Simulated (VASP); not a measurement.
# Ta (I4/mmm) in VASP: a series of runs

Ta is run at these levels: PBEsol; tasks: single point.

All numbers are computed with VASP 6.6.1; they aren't measurements. Logs are shortened: lines on timing, memory, paths and dates and some standing lists are left out, and cuts for length are marked.

## (1) The cell of the first run

It takes space group I4/mmm (No. 139, tetragonal). The conventional cell has a = 3.348 Å, b = 3.348 Å, c = 3.214 Å, α = 90.00°, β = 90.00°, γ = 90.00°. Ta (site symmetry 4/mmm) has 14 Ta at 2.86 to 3.35 Å within 3.8 Å.

## (2) Single point, PBEsol

Input file INCAR:

```
SYSTEM = Ta
ALGO = Fast ; EDIFF = 1E-6
ENCUT = 520 ; GGA = PS
ISIF = 2 ; ISMEAR = 0
LASPH = .True. ; LCHARG = .True.
LELF = .True. ; LREAL = .False.
LVHAR = .True. ; LWAVE = .False.
NBANDS = 12 ; NELM = 60
PREC = Accurate ; SIGMA = 0.15
```

Input file KPOINTS:

```
k-points
0
Gamma
  22 22 22
  0 0 0
```

Input file POSCAR:

```
Ta
1.0
   -1.6739030852      1.6739030852      1.6069469618
    1.6739030852     -1.6739030852      1.6069469618
    1.6739030852      1.6739030852     -1.6069469618
Ta
1
Direct
    0.0000000000      0.0000000000      0.0000000000
```

Potentials or basis: VASP PAW PBE potentials, release 64 (Ta_pv).

Run with:

```sh
$ cat potpaw_PBE.64/Ta_pv/POTCAR > POTCAR
$ mpirun -np 1 vasp_std > vasp.out
```

OUTCAR:

```text
SYSTEM = Ta
   EDIFF = 1E-6
   ENCUT = 520
   GGA = PS
   ISIF = 2
   ISMEAR = 0
   LASPH = .True.
   LREAL = .False.
   NELM = 60
   PREC = Accurate

 ion  position               nearest neighbor table
   1  0.000  0.000  0.000-

  LATTYP: Found a body centered tetragonal cell.
 ALAT       =     3.3478061704
 C/A-ratio  =     0.9600000000

  Lattice vectors:

 A1 = (  -1.6739030852,   1.6739030852,   1.6069469618)
 A2 = (   1.6739030852,  -1.6739030852,   1.6069469618)
 A3 = (   1.6739030852,   1.6739030852,  -1.6069469618)

Analysis of symmetry for initial positions (statically):
=====================================================================
 Subroutine PRICEL returns:
 Original cell was already a primitive cell.

 Routine SETGRP: Setting up the symmetry group for a
 body centered tetragonal supercell.

 Subroutine GETGRP returns: Found 16 space group operations
 (whereof 16 operations were pure point group operations)
 out of a pool of 16 trial point group operations.

The static configuration has the point symmetry D_4h.

Analysis of symmetry for dynamics (positions and initial velocities):
=====================================================================
 Subroutine PRICEL returns:
 Original cell was already a primitive cell.

 Routine SETGRP: Setting up the symmetry group for a
 body centered tetragonal supercell.

 Subroutine GETGRP returns: Found 16 space group operations
 (whereof 16 operations were pure point group operations)
 out of a pool of 16 trial point group operations.

The dynamic configuration has the point symmetry D_4h.

 Subroutine INISYM returns: Found 16 space group operations
 (whereof 16 operations are pure point group operations),
 and found     1 'primitive' translations

----------------------------------------------------------------------------------------

                                     Primitive cell

  volume of cell :      18.0104

  direct lattice vectors                    reciprocal lattice vectors
    -1.673903085  1.673903085  1.606946962     0.000000000  0.298703076  0.311149037
     1.673903085 -1.673903085  1.606946962     0.298703076  0.000000000  0.311149037
     1.673903085  1.673903085 -1.606946962     0.298703076  0.298703076  0.000000000

  length of vectors
     2.861150401  2.861150401  2.861150401     0.431320358  0.431320358  0.422429941

  position of ions in fractional coordinates (direct lattice)
     0.000000000  0.000000000  0.000000000

[... 83 lines left out ...]
   POTIM  = 0.5000    time-step for ionic-motion
   TEBEG  =    0.0;   TEEND  =   0.0 temperature during run
   PSTRESS=    0.0 pullay stress
   NELECT =      11.0000    total number of electrons
   NUPDOWN=      -1.0000    fix difference up-down
   EMIN   =  10.00;   EMAX   =-10.00  energy-range for DOS
   EFERMI =   0.00;   METHOD = LEGACY
   ISMEAR =     0;   SIGMA  =   0.15  broadening in eV -4-tet -1-fermi 0-gaus
   EFERMI_NEDOS =   21; number of points for ismear=-14 and -15
   IALGO  =     68    algorithm
   IMIX   =      4    mixing-type and parameters
     AMIX     =   0.40;   BMIX     =  1.00
     AMIX_MAG =   1.60;   BMIX_MAG =  1.00
  volume/ion in A,a.u.               =      18.01       121.54
  Fermi-wavevector in a.u.,A,eV,Ry     =   1.388988  2.624806 26.249534  1.929286
  Thomas-Fermi vector in A             =   2.513061
   LORBIT       =      0    0 simple, 1 ext, 2 COOP (PROOUT), +10 PAW based schemes
   GGA     = PS    functional components
   LHFCALC =     F    Hartree Fock is set to
   AEXX    =    0.0000 exact exchange contribution
   IVDW    =     0    specifies the selected vdW correction
   LEPSILON=     F    determine dielectric tensor
   LRPA    =     F    only Hartree local field effects (RPA)
 non-spin polarized calculation
 RMM-DIIS sequential band-by-band and
 Gauss-broadening in eV      SIGMA  =   0.15
  energy-cutoff  :      520.00
  volume of cell :       18.01
 maximum number of plane-waves:       498
 NGX is ok and might be reduce to    24
   NGX = 11   NGY = 11   NGZ = 11

 number of electron      11.0000000 magnetization

 Free energy of the ion-electron system (eV)
  ---------------------------------------------------
  ext. energy  EPLUGINS =         0.00000000
  ---------------------------------------------------
  free energy    TOTEN  =       -12.54789068 eV

  energy without entropy =      -12.53280189  energy(sigma->0) =      -12.54034628

 E-fermi :   5.3225     XC(G=0): -12.7285

 val. band max:        5.3111183270   @ k =   0.4091   0.3636   0.0455
 cond. band min:       5.3229436006   @ k =  -0.4091   0.0909  -0.0000
 fundamental gap:      0.0118252736
 Fermi energy:         5.3224649490

 k-point     1 :       0.0000    0.0000    0.0000
  band No.  band energies     occupation
      1     -27.7079      2.00000
      2     -27.7079      2.00000
      3     -27.6976      2.00000
      4      -2.6077      2.00000
      5       5.7054      0.00031
      6       6.2343      0.00000
      7       6.2343      0.00000
      8       8.9281      0.00000
      9       9.6600      0.00000
     10      20.1297      0.00000
     11      20.1297      0.00000
     12      20.8877      0.00000
[... 331 lines left out ...]
 k-point    24 :      -0.4545    0.0455    0.0000
  band No.  band energies     occupation
      1     -28.8246      2.00000
      2     -28.0892      2.00000
      3     -27.7357      2.00000
      4       1.0027      2.00000
      5       3.7033      2.00000
      6       6.4149      0.00000
      7       9.3431      0.00000
      8      10.3225      0.00000
      9      12.6011      0.00000
     10      17.3683      0.00000
     11      17.9946      0.00000
     12      20.0017      0.00000

 [... further k-points ...]

------------------------ aborting loop because EDIFF is reached ----------------------------------------

  FORCE on cell =-STRESS in cart. coord.  units (eV):
  Direction    XX          YY          ZZ          XY          YZ          ZX
  --------------------------------------------------------------------------------------
  -------------------------------------------------------------------------------------
  Total       -0.5519865     -0.5519865     -0.0776988      0.0000000      0.0000000      0.0000000
  in kB      -49.1040000    -49.1040000     -6.9119878      0.0000000      0.0000000      0.0000000
  external PRESSURE =     -35.0399959 kB  Pullay stress =       0.0000000 kB

 VOLUME and BASIS-vectors are now :
 -----------------------------------------------------------------------------
  energy-cutoff  :      520.00
  volume of cell :       18.01
      direct lattice vectors                 reciprocal lattice vectors
    -1.673903085  1.673903085  1.606946962     0.000000000  0.298703076  0.311149037
     1.673903085 -1.673903085  1.606946962     0.298703076  0.000000000  0.311149037
     1.673903085  1.673903085 -1.606946962     0.298703076  0.298703076  0.000000000

 POSITION                                       TOTAL-FORCE (eV/Angst)
 -----------------------------------------------------------------------------------
      0.00000      0.00000      0.00000        -0.000000     -0.000000     -0.000000
 -----------------------------------------------------------------------------------
    total drift:                                0.000000      0.000000     -0.000000

  FREE ENERGIE OF THE ION-ELECTRON SYSTEM (eV)
  ---------------------------------------------------
  free  energy   TOTEN  =       -12.5478906816 eV

  energy  without entropy=      -12.5328018856  energy(sigma->0) =      -12.54034628
```

OSZICAR:

```text
N       E                     dE             d eps       ncg     rms          rms(c)
DAV:   1     0.605584942383E+02    0.60558E+02   -0.61056E+03 20092   0.875E+02
DAV:   2    -0.120181972823E+02   -0.72577E+02   -0.70739E+02 22448   0.245E+02
DAV:   3    -0.130586841449E+02   -0.10405E+01   -0.10291E+01 23864   0.276E+01
DAV:   4    -0.130614163806E+02   -0.27322E-02   -0.27320E-02 22364   0.157E+00
DAV:   5    -0.130614251962E+02   -0.88157E-05   -0.88160E-05 23756   0.849E-02    0.138E+01
RMM:   6    -0.126667526957E+02    0.39467E+00   -0.26929E-01 21577   0.421E+00    0.667E+00
RMM:   7    -0.125487136316E+02    0.11804E+00   -0.27297E-01 22648   0.412E+00    0.333E-01
RMM:   8    -0.125478435035E+02    0.87013E-03   -0.10876E-02 24089   0.975E-01    0.299E-01
RMM:   9    -0.125479127595E+02   -0.69256E-04   -0.14110E-03 24999   0.339E-01    0.594E-02
RMM:  10    -0.125478886206E+02    0.24139E-04   -0.20288E-04 24948   0.128E-01    0.935E-03
RMM:  11    -0.125478900899E+02   -0.14693E-05   -0.39385E-05 25769   0.497E-02    0.446E-03
RMM:  12    -0.125478906816E+02   -0.59161E-06   -0.58834E-06 22293   0.163E-02
   1 F= -.12547891E+02 E0= -.12540346E+02  d E =-.150888E-01
```

Run time: 1.8 min. Hardware: 1 thread of Intel Xeon 6975P-C, shared host; peak memory 0.29 GiB.

Results:

```
Free energy : -12.5479 eV
Pressure    : -3.5 GPa
```

Caveat: the PAW data sets were made with another functional, which shifts forces and pressure a little; spin-orbit coupling is left out, which moves the levels of the heavy elements.

## (3) Single point, PBEsol

Input file INCAR:

```
PREC = Accurate
ENCUT = 520
EDIFF = 1E-6
ISMEAR = 0
SIGMA = 0.15
LREAL = False
LASPH = True
NELM = 60
ALGO = Fast
ISIF = 2
LWAVE = False
LCHARG = False
GGA = PS
NBANDS = 12
```

Input file KPOINTS:

```
regular mesh
0
Gamma
  22 22 22
```

Input file POSCAR:

```
Ta
1.0
   -1.6246417935      1.6246417935      1.7058738831
    1.6246417935     -1.6246417935      1.7058738831
    1.6246417935      1.6246417935     -1.7058738831
Ta
1
Direct
    0.0000000000      0.0000000000      0.0000000000
```

Potentials or basis: VASP PAW PBE potentials, release 64 (Ta_pv).

Run with:

```sh
$ cat potpaw_PBE.64/Ta_pv/POTCAR > POTCAR
$ mpirun -np 1 vasp_std > vasp.out
```

Run time: 2 min. Hardware: 1 thread of AMD EPYC 7R13 (Zen 3), shared host; peak memory 0.26 GiB.

It converged, with:

| Quantity | Value |
| --- | --- |
| Free energy | -12.5451 eV |
| Pressure | -3.4 GPa |

Stress tensor (GPa, compression positive):
```
-1.73  0.00  0.00
 0.00 -1.73  0.00
 0.00  0.00 -6.82
```

Levels at points of the mesh, in eV from the Fermi level:
| k point | band 3 | band 4 | band 5 | band 6 | band 7 | band 8 | band 9 | band 10 |
| --- | --- | --- | --- | --- | --- | --- | --- | --- |
| (0.00, 0.00, 0.00) | -33.03 | -7.93 | 0.54 | 0.54 | 1.14 | 3.55 | 4.37 | 14.49 |
| (0.50, 0.00, 0.00) | -33.03 | -4.40 | -1.33 | 1.50 | 3.45 | 4.92 | 7.72 | 11.59 |
| (0.50, 0.50, 0.00) | -33.07 | -4.38 | -1.96 | 1.85 | 4.41 | 5.18 | 7.89 | 11.81 |
| (0.50, 0.50, 0.50) | -33.81 | -3.89 | -3.74 | 6.71 | 6.91 | 6.91 | 7.84 | 9.08 |

Caveat: the PAW data sets were made with another functional, which shifts forces and pressure a little; spin-orbit coupling is left out, which moves the levels of the heavy elements.
